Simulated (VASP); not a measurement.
Here is a VASP 6.6.1 calculation.

INCAR

```
  ALGO = Normal
  EDIFF = 1E-7
  ENCUT = 520
  GGA = PE
  ISIF = 2
  ISMEAR = -1
  LASPH = True
  LCHARG = False
  LREAL = False
  LWAVE = False
  NBANDS = 15
  NELM = 100
  PREC = Accurate
  SIGMA = 0.05
```

File KPOINTS:

```
k-points
0
Gamma
  10 10 10
```

File POSCAR:

```
TaN
1.0
    0.0000000000      2.2546932853      2.2546932853
    2.2546932853      0.0000000000      2.2546932853
    2.2546932853      2.2546932853      0.0000000000
Ta N
1 1
Direct
    0.5000000000      0.5000000000      0.5000000000
    0.0000000000      0.0000000000      0.0000000000
```

Potentials or basis: VASP PAW PBE potentials, release 64 (Ta_pv, N).

Command:

```bash
$ cat potpaw_PBE.64/Ta_pv/POTCAR potpaw_PBE.64/N/POTCAR > POTCAR
$ mpirun -np 1 vasp_std > vasp.out
```

Problem. What does it give for the pressure?

Solution. -17.3 GPa.

Problem. Estimate the band gap on the k mesh.

Solution. Zero (band 8 reaches 10.38 eV, above the bottom of band 9 at 6.80 eV).

Caveat: spin-orbit coupling is left out, which moves the levels of the heavy elements.
